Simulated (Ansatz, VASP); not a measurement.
## Pt in VASP and in Ansatz

File POSCAR:

```
Pt
1.0
    2.7698377152      0.0000000000      0.0000000000
   -1.3849188576      2.3987499387      0.0000000000
    0.0000000000      0.0000000000      4.8080548279
Pt
2
Direct
    0.6666666667      0.3333333333      0.7500000000
    0.3333333333      0.6666666667      0.2500000000
```

INCAR.step1

```
SYSTEM = Pt
PREC = Accurate
ENCUT = 520
ISMEAR = -1
SIGMA = 0.1
LREAL = .FALSE.
LASPH = .TRUE.
NELM = 80
NBANDS = 17
GGA = PE
ALGO = Normal
EDIFF = 1E-4
LWAVE = .TRUE.
LCHARG = .FALSE.
```

Contents of INCAR.step2:

```
SYSTEM = Pt
PREC = Accurate
ENCUT = 520
EDIFF = 1E-7
ISMEAR = -1
SIGMA = 0.1
LREAL = .FALSE.
LASPH = .TRUE.
NELM = 80
ALGO = Normal
ISIF = 2
LWAVE = .FALSE.
LCHARG = .FALSE.
METAGGA = R2SCAN
LMIXTAU = .TRUE.
NBANDS = 17
ISTART = 1
```

File KPOINTS:

```
Automatic mesh
0
G
  12 12 6
  0 0 0
```

Input for Ansatz:

```yaml
crystal:
  lattice:
    - [2.769837715217005, 0.0, 0.0]
    - [-1.3849188576085025, 2.398749938748412, 0.0]
    - [0.0, 0.0, 4.808054827919686]
  atoms:
    - { symbol: Pt, position: [0.6666666666666666, 0.3333333333333333, 0.75] }
    - { symbol: Pt, position: [0.3333333333333333, 0.6666666666666666, 0.25] }
basis:
  ecutwfc: 600.0
kpoints:
  mp_grid:
    grid: [12, 12, 6]
hamiltonian:
  xc: r2scan
scf:
  occupations:
    method: fermi_dirac
    width: 0.1
output:
  stress: true
```

Alike in both runs: task single point; functional r2SCAN; k mesh 12 × 12 × 6; occupations fermi-dirac, width 0.1 eV; no spin polarisation.

```csv
,VASP,Ansatz
version,VASP 6.6.1,Ansatz 0.2.0
potentials or method,"VASP PAW PBE potentials, release 64 (Pt), cutoff 520 eV","plane waves, PAW"
valence electrons in the cell,20,36
```

|  | VASP | Ansatz | Ansatz less VASP |
| --- | --- | --- | --- |
| pressure (GPa) | -7.8 | -8.4 | -0.51 |
| traceless stress, the component that is largest in VASP (GPa) | 0.41 | 0.61 | +0.198 |

VASP's potentials were made for PBE, not for r2SCAN. VASP's potentials hold 20 valence electrons a cell and Ansatz's 36, so a difference there can come from the potentials and not from the codes.

Spin-orbit coupling is off throughout.
